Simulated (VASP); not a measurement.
# BN (kk07) (F-43m) in VASP: notebook

BN (kk07) is run at these levels: LDA; tasks: single point.

All numbers are computed with VASP 6.6.1; they aren't measurements. Logs are shortened: lines on timing, memory, paths and dates and some standing lists are left out, and cuts for length are marked.

## Step 1: The cell of the first run

The structure is cubic, space group F-43m (No. 216). The conventional cell has a = 3.626 Å, b = 3.626 Å, c = 3.626 Å, α = 90.00°, β = 90.00°, γ = 90.00°. Within 2.1 Å of B (site symmetry -43m) lie 4 N at 1.57 Å. N (site symmetry -43m) has 4 B at 1.57 Å within 2.1 Å.

## Step 2: Single point, LDA

INCAR

```
  PREC = Accurate
  ENCUT = 910
  EDIFF = 1E-6
  ISMEAR = 0
  SIGMA = 0.1
  LREAL = False
  LASPH = True
  NELM = 120
  ALGO = Normal
  ISIF = 2
  LWAVE = False
  LCHARG = False
  NBANDS = 11
  GGA_COMPAT = False
```

KPOINTS

```
regular mesh
0
Gamma
  8 8 8
```

POSCAR

```
BN
1.0
    0.0000000000      1.8130010000      1.8130010000
    1.8130010000      0.0000000000      1.8130010000
    1.8130010000      1.8130010000      0.0000000000
B N
1 1
Direct
    0.0000000000      0.0000000000      0.0000000000
    0.2500000000      0.2500000000      0.2500000000
```

Potentials or basis: VASP PAW LDA potentials, release 64 (B_h, N_h).

Launch:

```
> cat potpaw_LDA.64/B_h/POTCAR potpaw_LDA.64/N_h/POTCAR > POTCAR
> mpirun -np 1 vasp_std > vasp.out
```

OUTCAR:

```text
PREC = Accurate
   ENCUT = 910
   EDIFF = 1E-6
   ISMEAR = 0
   LREAL = False
   LASPH = True
   NELM = 120
   ISIF = 2

 ion  position               nearest neighbor table
   1  0.000  0.000  0.000-
   2  0.250  0.250  0.250-

  LATTYP: Found a face centered cubic cell.
 ALAT       =     3.6260020000

  Lattice vectors:

 A1 = (   0.0000000000,   1.8130010000,   1.8130010000)
 A2 = (   1.8130010000,   0.0000000000,   1.8130010000)
 A3 = (   1.8130010000,   1.8130010000,   0.0000000000)

Analysis of symmetry for initial positions (statically):
=====================================================================
 Subroutine PRICEL returns:
 Original cell was already a primitive cell.

 Routine SETGRP: Setting up the symmetry group for a
 face centered cubic supercell.

 Subroutine GETGRP returns: Found 24 space group operations
 (whereof 24 operations were pure point group operations)
 out of a pool of 48 trial point group operations.

The static configuration has the point symmetry T_d .

Analysis of symmetry for dynamics (positions and initial velocities):
=====================================================================
 Subroutine PRICEL returns:
 Original cell was already a primitive cell.

 Routine SETGRP: Setting up the symmetry group for a
 face centered cubic supercell.

 Subroutine GETGRP returns: Found 24 space group operations
 (whereof 24 operations were pure point group operations)
 out of a pool of 48 trial point group operations.

The dynamic configuration has the point symmetry T_d .

 Subroutine INISYM returns: Found 24 space group operations
 (whereof 24 operations are pure point group operations),
 and found     1 'primitive' translations

----------------------------------------------------------------------------------------

                                     Primitive cell

  volume of cell :      11.9186

  direct lattice vectors                    reciprocal lattice vectors
     0.000000000  1.813001000  1.813001000    -0.275785838  0.275785838  0.275785838
     1.813001000  0.000000000  1.813001000     0.275785838 -0.275785838  0.275785838
     1.813001000  1.813001000  0.000000000     0.275785838  0.275785838 -0.275785838

  length of vectors
     2.563970603  2.563970603  2.563970603     0.477675083  0.477675083  0.477675083

  position of ions in fractional coordinates (direct lattice)
     0.000000000  0.000000000  0.000000000
     0.250000000  0.250000000  0.250000000

  ion indices of the primitive-cell ions
   primitive index   ion index
                 1           1
                 2           2

[... 77 lines left out ...]
   ISIF   =      2    stress and relaxation
   ISYM   =      2    0-nonsym 1-usesym 2-fastsym
   POTIM  = 0.5000    time-step for ionic-motion
   TEBEG  =    0.0;   TEEND  =   0.0 temperature during run
   PSTRESS=    0.0 pullay stress
   NELECT =       8.0000    total number of electrons
   NUPDOWN=      -1.0000    fix difference up-down
   EMIN   =  10.00;   EMAX   =-10.00  energy-range for DOS
   EFERMI =   0.00;   METHOD = LEGACY
   ISMEAR =     0;   SIGMA  =   0.10  broadening in eV -4-tet -1-fermi 0-gaus
   EFERMI_NEDOS =   21; number of points for ismear=-14 and -15
   IALGO  =     38    algorithm
   IMIX   =      4    mixing-type and parameters
     AMIX     =   0.40;   BMIX     =  1.00
     AMIX_MAG =   1.60;   BMIX_MAG =  1.00
  volume/ion in A,a.u.               =       5.96        40.22
  Fermi-wavevector in a.u.,A,eV,Ry     =   1.433387  2.708709 27.954506  2.054598
  Thomas-Fermi vector in A             =   2.552911
   LORBIT       =      0    0 simple, 1 ext, 2 COOP (PROOUT), +10 PAW based schemes
   GGA     = CA    functional components
   LHFCALC =     F    Hartree Fock is set to
   AEXX    =    0.0000 exact exchange contribution
   IVDW    =     0    specifies the selected vdW correction
   LEPSILON=     F    determine dielectric tensor
   LRPA    =     F    only Hartree local field effects (RPA)
 non-spin polarized calculation
 Gauss-broadening in eV      SIGMA  =   0.10
  energy-cutoff  :      910.00
  volume of cell :       11.92
 maximum number of plane-waves:       754
 NGX is ok and might be reduce to    28
   NGX = 13   NGY = 13   NGZ = 13

 number of electron       8.0000000 magnetization

 Free energy of the ion-electron system (eV)
  ---------------------------------------------------
  ext. energy  EPLUGINS =         0.00000000
  ---------------------------------------------------
  free energy    TOTEN  =       -19.40174012 eV

  energy without entropy =      -19.40174012  energy(sigma->0) =      -19.40174012

 E-fermi :   9.2304     XC(G=0): -13.2207

 val. band max:        8.7243267256   @ k =   0.0000   0.0000   0.0000
 cond. band min:      13.0602286776   @ k =   0.5000   0.5000   0.0000
 fundamental gap:      4.3359019520
 Fermi energy:         9.2304231619

 k-point     1 :       0.0000    0.0000    0.0000
  band No.  band energies     occupation
      1     -11.2437      2.00000
      2       8.7243      2.00000
      3       8.7243      2.00000
      4       8.7243      2.00000
      5      17.3679      0.00000
      6      17.3679      0.00000
      7      17.3679      0.00000
      8      19.0156      0.00000
      9      33.0460      0.00000
     10      36.3859      0.00000
     11      36.3859      0.00000
[... 309 lines left out ...]
 k-point    24 :      -0.3750    0.2500    0.1250
  band No.  band energies     occupation
      1      -6.2979      2.00000
      2      -0.9178      2.00000
      3       3.9467      2.00000
      4       5.2848      2.00000
      5      18.1142      0.00000
      6      19.7544      0.00000
      7      22.8943      0.00000
      8      24.2144      0.00000
      9      27.7965      0.00000
     10      34.1503      0.00000
     11      35.8140      0.00000

 [... further k-points ...]
[... 5 lines left out ...]
  --------------------------------------------------------------------------------------
  -------------------------------------------------------------------------------------
  Total       -1.0247031     -1.0247031     -1.0247031     -0.0000000     -0.0000000     -0.0000000
  in kB     -137.7477528   -137.7477528   -137.7477528     -0.0000000     -0.0000000     -0.0000000
  external PRESSURE =    -137.7477528 kB  Pullay stress =       0.0000000 kB

 VOLUME and BASIS-vectors are now :
 -----------------------------------------------------------------------------
  energy-cutoff  :      910.00
  volume of cell :       11.92
      direct lattice vectors                 reciprocal lattice vectors
     0.000000000  1.813001000  1.813001000    -0.275785838  0.275785838  0.275785838
     1.813001000  0.000000000  1.813001000     0.275785838 -0.275785838  0.275785838
     1.813001000  1.813001000  0.000000000     0.275785838  0.275785838 -0.275785838

 POSITION                                       TOTAL-FORCE (eV/Angst)
 -----------------------------------------------------------------------------------
      0.00000      0.00000      0.00000        -0.000000     -0.000000     -0.000000
      0.90650      0.90650      0.90650         0.000000      0.000000      0.000000
 -----------------------------------------------------------------------------------
    total drift:                               -0.000000     -0.000000     -0.000000

  FREE ENERGIE OF THE ION-ELECTRON SYSTEM (eV)
  ---------------------------------------------------
  free  energy   TOTEN  =       -19.4017401188 eV

  energy  without entropy=      -19.4017401188  energy(sigma->0) =      -19.40174012
```

stdout:

```text
POSCAR found type information on POSCAR B N
 POSCAR found :  2 types and       2 ions
 scaLAPACK will be used
 LDA part: xc-table for (Slater(with rela. corr.)+CA(PZ))
 , standard interpolation
 POSCAR, INCAR and KPOINTS ok, starting setup
 FFT: planning ... GRIDC
 FFT: planning ... GRID_SOFT
 FFT: planning ... GRID
 WAVECAR not read
 entering main loop
```

Wall time 3.8 s (1 thread of Intel Xeon 6975P-C (Granite Rapids), shared host); peak memory 0.13 GiB.

Results:

```yaml
Free_energy: -19.4017 eV
Pressure: -13.8 GPa
Band_gap_on_the_k_mesh: 4.34 eV, indirect (least direct gap 8.64 eV)
```

Caveat: the cutoff is under 1.25 times the usual one of these potentials, so pressure, stress and relaxed cells hold a basis-set (Pulay) error. Expect the measured gap to be larger: semilocal functionals such as LDA lack the derivative discontinuity.

## Step 3: Single point, LDA

This run uses another cell than the first one, of 5.73 Å³/atom, 0.962 times its volume.

INCAR

```
SYSTEM = BN
PREC     = Accurate       ! precision mode
ENCUT    = 910            ! plane-wave cutoff, eV
EDIFF    = 1E-6           ! SCF threshold, eV
ISMEAR   = 0              ! smearing method
SIGMA    = 0.1            ! smearing width, eV
LREAL    = .FALSE.        ! projectors in reciprocal space
LASPH    = .TRUE.         ! aspherical terms in the spheres
NELM     = 120            ! most SCF steps
ALGO     = Normal         ! electronic algorithm
ISIF     = 2              ! what is computed and relaxed
LWAVE    = .FALSE.        ! write WAVECAR
LCHARG   = .TRUE.         ! write CHGCAR
LELF     = .TRUE.         ! ELF
LVHAR    = .TRUE.       
NBANDS   = 11             ! bands
GGA_COMPAT= .FALSE.
```

KPOINTS

```
Automatic mesh
0
G
  10 10 10
  0 0 0
```

POSCAR

```
BN
1.0
    0.0000000000      1.7899407159      1.7899407159
    1.7899407159      0.0000000000      1.7899407159
    1.7899407159      1.7899407159      0.0000000000
B N
1 1
Direct
    0.0000000000      0.0000000000      0.0000000000
    0.2500000000      0.2500000000      0.2500000000
```

Potentials or basis: VASP PAW LDA potentials, release 64 (B_h, N_h).

Launch:

```
> cat potpaw_LDA.64/B_h/POTCAR potpaw_LDA.64/N_h/POTCAR > POTCAR
> mpirun -np 1 vasp_std > vasp.out
```

OUTCAR:

```text
SYSTEM = BN
   PREC = Accurate
   ENCUT = 910
   EDIFF = 1E-6
   ISMEAR = 0
   LREAL = .FALSE.
   LASPH = .TRUE.
   NELM = 120
   ISIF = 2

 ion  position               nearest neighbor table
   1  0.000  0.000  0.000-
   2  0.250  0.250  0.250-

  LATTYP: Found a face centered cubic cell.
 ALAT       =     3.5798814318

  Lattice vectors:

 A1 = (   0.0000000000,   1.7899407159,   1.7899407159)
 A2 = (   1.7899407159,   0.0000000000,   1.7899407159)
 A3 = (   1.7899407159,   1.7899407159,   0.0000000000)

Analysis of symmetry for initial positions (statically):
=====================================================================
 Subroutine PRICEL returns:
 Original cell was already a primitive cell.

 Routine SETGRP: Setting up the symmetry group for a
 face centered cubic supercell.

 Subroutine GETGRP returns: Found 24 space group operations
 (whereof 24 operations were pure point group operations)
 out of a pool of 48 trial point group operations.

The static configuration has the point symmetry T_d .

Analysis of symmetry for dynamics (positions and initial velocities):
=====================================================================
 Subroutine PRICEL returns:
 Original cell was already a primitive cell.

 Routine SETGRP: Setting up the symmetry group for a
 face centered cubic supercell.

 Subroutine GETGRP returns: Found 24 space group operations
 (whereof 24 operations were pure point group operations)
 out of a pool of 48 trial point group operations.

The dynamic configuration has the point symmetry T_d .

 Subroutine INISYM returns: Found 24 space group operations
 (whereof 24 operations are pure point group operations),
 and found     1 'primitive' translations

----------------------------------------------------------------------------------------

                                     Primitive cell

  volume of cell :      11.4695

[... 110 lines left out ...]
  Fermi-wavevector in a.u.,A,eV,Ry     =   1.451854  2.743606 28.679436  2.107879
  Thomas-Fermi vector in A             =   2.569303
   LORBIT       =      0    0 simple, 1 ext, 2 COOP (PROOUT), +10 PAW based schemes
   GGA     = CA    functional components
   LHFCALC =     F    Hartree Fock is set to
   AEXX    =    0.0000 exact exchange contribution
   IVDW    =     0    specifies the selected vdW correction
   LEPSILON=     F    determine dielectric tensor
   LRPA    =     F    only Hartree local field effects (RPA)
 non-spin polarized calculation
 Gauss-broadening in eV      SIGMA  =   0.10
  energy-cutoff  :      910.00
  volume of cell :       11.47
 maximum number of plane-waves:       728
 NGX is ok and might be reduce to    28
   NGX = 13   NGY = 13   NGZ = 13

 number of electron       8.0000000 magnetization

 Free energy of the ion-electron system (eV)
  ---------------------------------------------------
  ext. energy  EPLUGINS =         0.00000000
  ---------------------------------------------------
  free energy    TOTEN  =       -19.41940932 eV

  energy without entropy =      -19.41940932  energy(sigma->0) =      -19.41940932

 E-fermi :   9.6607     XC(G=0): -13.4110

 val. band max:        9.2641571625   @ k =   0.0000   0.0000   0.0000
 cond. band min:      13.6461704079   @ k =   0.5000   0.5000   0.0000
 fundamental gap:      4.3820132454
 Fermi energy:         9.6606602329

 k-point     1 :       0.0000    0.0000    0.0000
  band No.  band energies     occupation
      1     -11.1420      2.00000
      2       9.2642      2.00000
      3       9.2642      2.00000
      4       9.2642      2.00000
      5      18.0896      0.00000
      6      18.0896      0.00000
      7      18.0896      0.00000
      8      20.1821      0.00000
      9      34.3151      0.00000
     10      37.4003      0.00000
     11      37.4003      0.00000
[... 309 lines left out ...]
 k-point    24 :       0.4000    0.3000    0.0000
  band No.  band energies     occupation
      1      -7.2342      2.00000
      2       2.4345      2.00000
      3       4.6087      2.00000
      4       5.0471      2.00000
      5      15.3419      0.00000
      6      19.9945      0.00000
      7      24.9723      0.00000
      8      25.0148      0.00000
      9      29.1778      0.00000
     10      36.6769      0.00000
     11      41.4021      0.00000

 [... further k-points ...]
[... 5 lines left out ...]
  --------------------------------------------------------------------------------------
  -------------------------------------------------------------------------------------
  Total        0.0522321      0.0522321      0.0522321     -0.0000000     -0.0000000     -0.0000000
  in kB        7.2962943      7.2962943      7.2962943     -0.0000000     -0.0000000     -0.0000000
  external PRESSURE =       7.2962943 kB  Pullay stress =       0.0000000 kB

 VOLUME and BASIS-vectors are now :
 -----------------------------------------------------------------------------
  energy-cutoff  :      910.00
  volume of cell :       11.47
      direct lattice vectors                 reciprocal lattice vectors
     0.000000000  1.789940716  1.789940716    -0.279338861  0.279338861  0.279338861
     1.789940716  0.000000000  1.789940716     0.279338861 -0.279338861  0.279338861
     1.789940716  1.789940716  0.000000000     0.279338861  0.279338861 -0.279338861

 POSITION                                       TOTAL-FORCE (eV/Angst)
 -----------------------------------------------------------------------------------
      0.00000      0.00000      0.00000        -0.000000     -0.000000     -0.000000
      0.89497      0.89497      0.89497         0.000000      0.000000      0.000000
 -----------------------------------------------------------------------------------
    total drift:                               -0.000000     -0.000000     -0.000000

  FREE ENERGIE OF THE ION-ELECTRON SYSTEM (eV)
  ---------------------------------------------------
  free  energy   TOTEN  =       -19.4194093198 eV

  energy  without entropy=      -19.4194093198  energy(sigma->0) =      -19.41940932
```

It took 8.7 s on 1 thread of AMD EPYC 9R45 (Zen 5), shared host; peak memory 0.11 GiB.

What came out:

| Item | Value |
| --- | --- |
| Free energy | -19.4194 eV |
| Pressure | 0.7 GPa |
| Band gap on the k mesh | 4.38 eV, indirect (least direct gap 8.83 eV) |

Caveat: the cutoff is under 1.25 times the usual one of these potentials, so pressure, stress and relaxed cells hold a basis-set (Pulay) error. A k mesh can miss the band edges.
